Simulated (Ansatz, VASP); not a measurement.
## HBr: VASP beside Ansatz

File INCAR:

```
PREC = Accurate
ENCUT = 520
EDIFF = 1E-7
ISMEAR = 0
SIGMA = 0.15
LREAL = F
LASPH = T
NELM = 60
ALGO = Fast
ISIF = 2
LWAVE = F
LCHARG = F
GGA = CA
NBANDS = 11
```

KPOINTS

```
regular mesh
0
Gamma
  14 14 14
```

Contents of POSCAR:

```
HBr
1.0
    0.0000000000      2.8200000000      3.0315000000
    2.7775000000      0.0000000000      3.0315000000
    2.7775000000      2.8200000000      0.0000000000
H Br
1 1
Direct
    0.0000000000      0.0000000000      0.0000000000
    0.5000000000      0.5000000000      0.5000000000
```

Input for Ansatz:

```yaml
crystal:
  lattice:
    - [0.0, 2.82, 3.0315]
    - [2.7775, 0.0, 3.0315]
    - [2.7775, 2.82, 0.0]
  atoms:
    - { symbol: H, position: [0.0, 0.0, 0.0] }
    - { symbol: Br, position: [0.5, 0.5, 0.5] }
basis:
  ecutwfc: 420
kpoints:
  mp_grid: { grid: [14, 14, 14] }
hamiltonian:
  xc: lda
scf:
  occupations: { method: gaussian, width: 0.15 }
output:
  forces: true
  stress: true
  eigenvalues: true
```

Alike in both runs: task single point; functional LDA; k mesh 14 × 14 × 14; occupations gaussian, width 0.15 eV; no spin polarisation.

```csv
,VASP,Ansatz
version,VASP 6.6.1,Ansatz 0.2.0
potentials or method,"VASP PAW LDA potentials, release 64 (H, Br), cutoff 520 eV","scalar-relativistic, plane waves, PAW"
valence electrons in the cell,8,8
```

```tsv
	VASP	Ansatz	Ansatz less VASP
gap on the k mesh at the Fermi level (eV)	none	none	-
pressure (GPa)	-9.3	-9.3	+0.03
traceless stress, the component that is largest in VASP (GPa)	3.16	3.17	+0.007
```

LDA's correlation is that of Perdew and Zunger in VASP and of Perdew and Wang (1992) in Ansatz. A gap of «none» marks a metal or a gap that the smearing closes.
